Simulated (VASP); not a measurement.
Crystal: Be4Se3.

```
Be Se
1.0
    -0.01431    0.04954    4.67008
     6.21554    0.14573   -0.01918
    -2.98156    5.34181    0.06708
Be Se
4 3
Direct
  0.78854 0.98583 0.99880
  0.24052 0.00113 0.01798
  0.50088 0.32468 0.66639
  0.49306 0.66084 0.31898
  0.49622 0.33204 0.01643
  0.49159 0.99908 0.30655
  0.48918 0.69640 0.67487
```

```yaml
Program: VASP 6.6.1
Task: relaxation of cell and atoms
Functional: PBE
Potentials_or_basis: VASP PAW PBE potentials, release 64 (Be, Se)
Cutoff: 600 eV
k_mesh: 4 × 3 × 3
Occupations: gaussian, width 0.1 eV
Spin: no spin polarisation
```

At the start: pressure 0.7 GPa; volume 22.44 Å³/atom.

Task: How do energy, volume and symmetry change on relaxing?

Result: Over 14 steps the energy falls by 52.8 meV/atom; space group P1 (No. 1, to 0.1 Å) before, P-62m (No. 189, to 0.1 Å).

Step by step:
```csv
step,energy change (eV),largest force (eV/Å),pressure (GPa),volume (Å³)
1,0.0000,1.5359,0.68,157.07
2,-0.2821,0.5388,-0.61,159.22
3,-0.2902,0.7250,-0.76,159.67
4,-0.3469,0.2649,0.01,157.51
5,-0.3480,0.2926,0.15,157.16
6,-0.3581,0.1610,0.00,157.42
7,-0.3597,0.1664,-0.08,157.57
8,-0.3653,0.1169,-0.07,157.38
9,-0.3665,0.1065,-0.05,157.25
10,-0.3687,0.0681,0.05,156.95
11,-0.3688,0.0758,0.06,156.91
12,-0.3695,0.0316,-0.02,157.12
13,-0.3695,0.0305,-0.05,157.21
14,-0.3698,0.0227,0.01,157.05
```

Final structure:
```
CELL_PARAMETERS angstrom
-0.01323 0.01051 4.66695
6.23292 0.00190 -0.01605
-3.11703 5.39804 0.01981
ATOMIC_POSITIONS crystal
Be 0.77723 0.99947 0.99967
Be 0.22376 0.00050 0.00025
Be 0.49890 0.33324 0.66674
Be 0.49815 0.66660 0.33324
Se 0.50366 0.31702 0.00000
Se 0.49756 0.00029 0.31699
Se 0.50073 0.68287 0.68311
```
